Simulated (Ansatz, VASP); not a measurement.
FeO: VASP beside Ansatz

```xyz
2
Lattice="0.0000 2.1263 2.1263 2.1263 0.0000 2.1263 2.1263 2.1263 0.0000" Properties=species:S:1:pos:R:3 pbc="T T T"
Fe    0.0000    0.0000    0.0000
O     2.1263    2.1263    2.1263
```

Alike in both runs: task single point; functional PBE; k mesh 11 × 11 × 11; occupations fermi-dirac, width 0.05 eV; collinear spin.

|  | VASP | Ansatz |
| --- | --- | --- |
| version | VASP 6.6.1 | Ansatz 0.2.0 |
| potentials or method | VASP PAW PBE potentials, release 64 (Fe, O) | SSSP efficiency PAW |
| plane-wave cutoff (eV) | 600 | 1225 |
| valence electrons in the cell | 14 | 22 |

VASP gave:

- gap on the k mesh at the Fermi level (eV): none
- pressure (GPa): 8.0
- net moment per atom (μB): 2.00
- size of the moment on the site where the two differ most (μB): 3.61

Problem. What did Ansatz give for the same quantities?

Solution. gap on the k mesh at the Fermi level (eV): none; pressure (GPa): 8.7; net moment per atom (μB): 2.00; size of the moment on the site where the two differ most (μB): 3.43.

Site moments also hang on the region over which each program counts them. A gap of «none» marks a metal or a gap that the smearing closes. VASP's potentials hold 14 valence electrons a cell and Ansatz's 22, so a difference there can come from the potentials and not from the codes.
